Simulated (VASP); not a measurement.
# Be (Fd-3m) in VASP: single point with PBE

Aim: the single point of Be with PBE.

All numbers are computed with VASP 6.6.1; they aren't measurements. Logs are shortened: lines on timing, memory, paths and dates and some standing lists are left out, and cuts for length are marked.

### 1 The cell of the first run

Symmetry: Fd-3m, No. 227, cubic system. Conventional cell: a = 4.898 Å, b = 4.898 Å, c = 4.898 Å, α = 90.00°, β = 90.00°, γ = 90.00°. Be (site symmetry -43m) has 4 Be at 2.12 Å within 2.8 Å.

This isn't the form of Be at room conditions, which is hcp.

### 2 Single point, PBE (14.69 Å³/atom)

File POSCAR:

```
Be
1.0
    0.0000000000      2.4491279673      2.4491279673
    2.4491279673      0.0000000000      2.4491279673
    2.4491279673      2.4491279673      0.0000000000
Be
2
Direct
   -0.1250000000     -0.1250000000     -0.1250000000
    0.1250000000      0.1250000000      0.1250000000
```

File INCAR.step1:

```
SYSTEM = Be
PREC = Accurate
ENCUT = 520
EDIFF = 1E-6
ISMEAR = -1
SIGMA = 0.1
LREAL = .False.
LASPH = .True.
NELM = 100
ALGO = Normal
ISIF = 2
LWAVE = .False.
LCHARG = .True.
GGA = PE
NBANDS = 9
```

File KPOINTS.step1:

```
Automatic mesh
0
Gamma
  15 15 15
  0 0 0
```

File INCAR.step2:

```
SYSTEM = Be
PREC = Accurate
ENCUT = 520
EDIFF = 1E-6
ISMEAR = -5
SIGMA = 0.1
LREAL = .False.
LASPH = .True.
NELM = 100
ALGO = Normal
ISIF = 2
LWAVE = .False.
LCHARG = .False.
GGA = PE
LORBIT = 11
NEDOS = 2001
ICHARG = 11
```

File KPOINTS.step2:

```
Automatic mesh
0
Gamma
  23 23 23
  0 0 0
```

Potentials or basis: VASP PAW PBE potentials, release 64 (Be).

On the command line:

```console
> cat potpaw_PBE.64/Be/POTCAR > POTCAR
> cp INCAR.step1 INCAR
> cp KPOINTS.step1 KPOINTS
> mpirun -np 1 vasp_std > vasp.out
> cp INCAR.step2 INCAR
> cp KPOINTS.step2 KPOINTS
> mpirun -np 1 vasp_std > vasp.out
```

OUTCAR:

```text
SYSTEM = Be
   PREC = Accurate
   ENCUT = 520
   EDIFF = 1E-6
   ISMEAR = -5
   LREAL = .False.
   LASPH = .True.
   NELM = 100
   ISIF = 2
   GGA = PE
   LORBIT = 11
   ICHARG = 11

 ion  position               nearest neighbor table
   1  0.875  0.875  0.875-   2 2.12   2 2.12   2 2.12   2 2.12
   2  0.125  0.125  0.125-   1 2.12   1 2.12   1 2.12   1 2.12

  LATTYP: Found a face centered cubic cell.
 ALAT       =     4.8982559346

  Lattice vectors:

 A1 = (   0.0000000000,   2.4491279673,   2.4491279673)
 A2 = (   2.4491279673,   0.0000000000,   2.4491279673)
 A3 = (   2.4491279673,   2.4491279673,   0.0000000000)

Analysis of symmetry for initial positions (statically):
=====================================================================
 Subroutine PRICEL returns:
 Original cell was already a primitive cell.

 Routine SETGRP: Setting up the symmetry group for a
 face centered cubic supercell.

 Subroutine GETGRP returns: Found 48 space group operations
 (whereof 12 operations were pure point group operations)
 out of a pool of 48 trial point group operations.

The static configuration has the point symmetry D_3d.
 The point group associated with its full space group is O_h .

Analysis of symmetry for dynamics (positions and initial velocities):
=====================================================================
 Subroutine PRICEL returns:
 Original cell was already a primitive cell.

 Routine SETGRP: Setting up the symmetry group for a
 face centered cubic supercell.

 Subroutine GETGRP returns: Found 48 space group operations
 (whereof 12 operations were pure point group operations)
 out of a pool of 48 trial point group operations.

The dynamic configuration has the point symmetry D_3d.
 The point group associated with its full space group is O_h .

 Subroutine INISYM returns: Found 48 space group operations
 (whereof 12 operations are pure point group operations),
 and found     1 'primitive' translations

----------------------------------------------------------------------------------------

                                     Primitive cell

  volume of cell :      29.3809

  direct lattice vectors                    reciprocal lattice vectors
     0.000000000  2.449127967  2.449127967    -0.204154298  0.204154298  0.204154298
     2.449127967  0.000000000  2.449127967     0.204154298 -0.204154298  0.204154298
     2.449127967  2.449127967  0.000000000     0.204154298  0.204154298 -0.204154298

  length of vectors
     3.463589987  3.463589987  3.463589987     0.353605616  0.353605616  0.353605616

  position of ions in fractional coordinates (direct lattice)
     0.875000000  0.875000000  0.875000000
     0.125000000  0.125000000  0.125000000

  ion indices of the primitive-cell ions
   primitive index   ion index
                 1           1
                 2           2

----------------------------------------------------------------------------------------

 KPOINTS: Automatic mesh

Automatic generation of k-mesh.
 Grid dimensions read from file:
 generate k-points for:   23   23   23

 Generating k-lattice:

  Cartesian coordinates                     Fractional coordinates (reciprocal lattice)
    -0.008876274  0.008876274  0.008876274     0.043478261  0.000000000  0.000000000
     0.008876274 -0.008876274  0.008876274     0.000000000  0.043478261  0.000000000
     0.008876274  0.008876274 -0.008876274     0.000000000  0.000000000  0.043478261

  Length of vectors
     0.015374157  0.015374157  0.015374157

  Shift w.r.t. Gamma in fractional coordinates (k-lattice)
     0.000000000  0.000000000  0.000000000

 TETIRR: Found   1662 inequivalent tetrahedra from    73002

 Subroutine IBZKPT returns following result:
 ===========================================

 Found    364 irreducible k-points:

 Following reciprocal coordinates:
            Coordinates               Weight
  0.000000  0.000000  0.000000      1.000000
  0.043478  0.000000  0.000000      8.000000
  0.086957  0.000000  0.000000      8.000000
  0.130435  0.000000  0.000000      8.000000
  0.173913  0.000000  0.000000      8.000000
  0.217391  0.000000  0.000000      8.000000
[... 16 lines left out ...]
  0.478261  0.043478  0.000000     24.000000
 -0.478261  0.043478  0.000000     24.000000
 [... further k-points ...]
   k-points           NKPTS =    364   k-points in BZ     NKDIM =    364   number of bands    NBANDS=      6
   number of dos      NEDOS =   2001   number of ions     NIONS =      2
   total plane-waves  NPLWV =  21952
   dimension x,y,z NGX =    28 NGY =   28 NGZ =   28
   dimension x,y,z NGXF=    56 NGYF=   56 NGZF=   56
   ions per type =               2
   NGX,Y,Z   is equivalent  to a cutoff of  13.44, 13.44, 13.44 a.u.
   NGXF,Y,Z  is equivalent  to a cutoff of  26.88, 26.88, 26.88 a.u.
 SYSTEM =  Be
   PREC   = accura    normal or accurate (medium, high low for compatibility)
   ISTART =      0    job   : 0-new  1-cont  2-samecut
   ICHARG =     11    charge: 1-file 2-atom 10-const
   ISPIN  =      1    spin polarized calculation?
   LNONCOLLINEAR =      F non collinear calculations
   LSORBIT =      F    spin-orbit coupling
   LASPH  =      T    aspherical Exc in radial PAW
   ENCUT  =  520.0 eV  38.22 Ry    6.18 a.u.   6.44  6.44  6.44*2*pi/ulx,y,z
   NELM   =    100;   NELMIN=  2; NELMDL=  0     # of ELM steps
   EDIFF  = 0.1E-05   stopping-criterion for ELM
   LREAL  =      F    real-space projection
   EDIFFG = 0.1E-04   stopping-criterion for IOM
   NSW    =      0    number of steps for IOM
   IBRION =     -1    ionic relax: 0-MD 1-quasi-New 2-CG
   NFREE  =      0    steps in history (QN), initial steepest desc. (CG)
   ISIF   =      2    stress and relaxation
   ISYM   =      2    0-nonsym 1-usesym 2-fastsym
   POTIM  = 0.5000    time-step for ionic-motion
   TEBEG  =    0.0;   TEEND  =   0.0 temperature during run
   PSTRESS=    0.0 pullay stress
   NELECT =       4.0000    total number of electrons
   NUPDOWN=      -1.0000    fix difference up-down
   EMIN   =  10.00;   EMAX   =-10.00  energy-range for DOS
   EFERMI =   0.00;   METHOD = LEGACY
   ISMEAR =    -5;   SIGMA  =   0.10  broadening in eV -4-tet -1-fermi 0-gaus
   EFERMI_NEDOS =   21; number of points for ismear=-14 and -15
   IALGO  =     38    algorithm
   IMIX   =      4    mixing-type and parameters
     AMIX     =   0.40;   BMIX     =  1.00
     AMIX_MAG =   1.60;   BMIX_MAG =  1.00
  volume/ion in A,a.u.               =      14.69        99.14
  Fermi-wavevector in a.u.,A,eV,Ry     =   0.842183  1.591496  9.650244  0.709273
  Thomas-Fermi vector in A             =   1.956849
   LORBIT       =     11    0 simple, 1 ext, 2 COOP (PROOUT), +10 PAW based schemes
   GGA     = PE    functional components
   LHFCALC =     F    Hartree Fock is set to
   AEXX    =    0.0000 exact exchange contribution
   IVDW    =     0    specifies the selected vdW correction
   LEPSILON=     F    determine dielectric tensor
   LRPA    =     F    only Hartree local field effects (RPA)
 non-spin polarized calculation
 Fermi weights with tetrahedron method with Bloechl corrections
  energy-cutoff  :      520.00
  volume of cell :       29.38
 maximum number of plane-waves:       817
 NGX is ok and might be reduce to    28

 number of electron       4.0000000 magnetization

 Free energy of the ion-electron system (eV)
  ---------------------------------------------------
  ext. energy  EPLUGINS =         0.00000000
  ---------------------------------------------------
  free energy    TOTEN  =        -4.26325525 eV

  energy without entropy =       -4.26325525  energy(sigma->0) =       -4.26325525

 E-fermi :   1.7953     XC(G=0):  -8.5453

 val. band max:        1.8874839519   @ k =   0.4783   0.3478   0.1304
 cond. band min:       1.7389362364   @ k =  -0.4783   0.3478   0.1739
 fundamental gap:     -0.1485477155
 Fermi energy:         1.7953069403

 k-point     1 :       0.0000    0.0000    0.0000
  band No.  band energies     occupation
      1      -5.5066      2.00000
      2       6.5447      0.00000
      3       6.5447      0.00000
      4       6.5447      0.00000
      5       9.0758      0.00000
      6       9.0758      0.00000

 k-point     2 :       0.0435    0.0000    0.0000
  band No.  band energies     occupation
      1      -5.4781      2.00000
      2       6.2807      0.00000
      3       6.4745      0.00000
      4       6.4745      0.00000
      5       9.1667      0.00000
      6       9.1672      0.00000

 k-point     3 :       0.0870    0.0000    0.0000
  band No.  band energies     occupation
      1      -5.3928      2.00000
      2       5.6572      0.00000
      3       6.2938      0.00000
      4       6.2938      0.00000
      5       9.4031      0.00000
      6       9.4031      0.00000

 k-point     4 :       0.1304    0.0000    0.0000
  band No.  band energies     occupation
      1      -5.2506      2.00000
      2       4.8789      0.00000
      3       6.0584      0.00000
      4       6.0584      0.00000
      5       9.7101      0.00000
      6       9.7103      0.00000

 k-point     5 :       0.1739    0.0000    0.0000
  band No.  band energies     occupation
      1      -5.0519      2.00000
      2       4.0397      0.00000
      3       5.8105      0.00000
      4       5.8105      0.00000
      5      10.0140      0.00000
      6      10.0140      0.00000
[... 136 lines left out ...]
 k-point    21 :       0.3913    0.0435    0.0000
  band No.  band energies     occupation
      1      -3.3619      2.00000
      2       0.2023      2.00000
      3       4.7622      0.00000
      4       4.9834      0.00000
      5      10.1450      0.00000
      6      10.6100      0.00000

 k-point    22 :       0.4348    0.0435    0.0000
  band No.  band energies     occupation
      1      -2.8517      2.00000
      2      -0.5346      2.00000
      3       4.7227      0.00000
      4       4.8481      0.00000
      5      10.1254      0.00000
      6      10.5005      0.00000

 k-point    23 :       0.4783    0.0435    0.0000
  band No.  band energies     occupation
      1      -2.2924      2.00000
      2      -1.2246      2.00000
      3       4.7238      0.00000
      4       4.7468      0.00000
      5      10.1297      0.00000
      6      10.4060      0.00000

 k-point    24 :      -0.4783    0.0435    0.0000
  band No.  band energies     occupation
      1      -1.9154      2.00000
      2      -1.6343      2.00000
      3       4.6813      0.00000
      4       4.7639      0.00000
      5      10.1703      0.00000
      6      10.3407      0.00000

 [... further k-points ...]

------------------------ aborting loop because EDIFF is reached ----------------------------------------

  FORCE on cell =-STRESS in cart. coord.  units (eV):
  Direction    XX          YY          ZZ          XY          YZ          ZX
  --------------------------------------------------------------------------------------
  -------------------------------------------------------------------------------------
  Total        0.0087304      0.0087304      0.0087304      0.0000000     -0.0000000      0.0000000
  in kB        0.4760787      0.4760787      0.4760787      0.0000000     -0.0000000      0.0000000
  external PRESSURE =       0.4760787 kB  Pullay stress =       0.0000000 kB

 VOLUME and BASIS-vectors are now :
 -----------------------------------------------------------------------------
  energy-cutoff  :      520.00
  volume of cell :       29.38
      direct lattice vectors                 reciprocal lattice vectors
     0.000000000  2.449127967  2.449127967    -0.204154298  0.204154298  0.204154298
     2.449127967  0.000000000  2.449127967     0.204154298 -0.204154298  0.204154298
     2.449127967  2.449127967  0.000000000     0.204154298  0.204154298 -0.204154298

 POSITION                                       TOTAL-FORCE (eV/Angst)
 -----------------------------------------------------------------------------------
      4.28597      4.28597      4.28597         0.000000     -0.000000     -0.000000
      0.61228      0.61228      0.61228        -0.000000      0.000000      0.000000
 -----------------------------------------------------------------------------------
    total drift:                               -0.000000     -0.000000     -0.000000

  FREE ENERGIE OF THE ION-ELECTRON SYSTEM (eV)
  ---------------------------------------------------
  free  energy   TOTEN  =        -4.2632552496 eV

  energy  without entropy=       -4.2632552496  energy(sigma->0) =       -4.26325525

 total charge

# of ion       s       p       d       tot
------------------------------------------
    1        0.516   0.428   0.000   0.944
    2        0.516   0.428   0.000   0.944
--------------------------------------------------
tot          1.032   0.856   0.000   1.888
```

Wall time 42 s (1 thread of AMD EPYC 7R13 (Zen 3), shared host); peak memory 0.16 GiB.

What came out:

```
Valence electrons inside the program's atomic spheres : Be 0.94
```

Levels at points of the mesh, in eV from the Fermi level:
```csv
k point,band 1,band 2,band 3,band 4,band 5,band 6
"(0.00, 0.00, 0.00)",-7.30,4.75,4.75,4.75,7.28,7.28
```

Caveat: tetrahedron occupations give inexact forces and stress in metals.
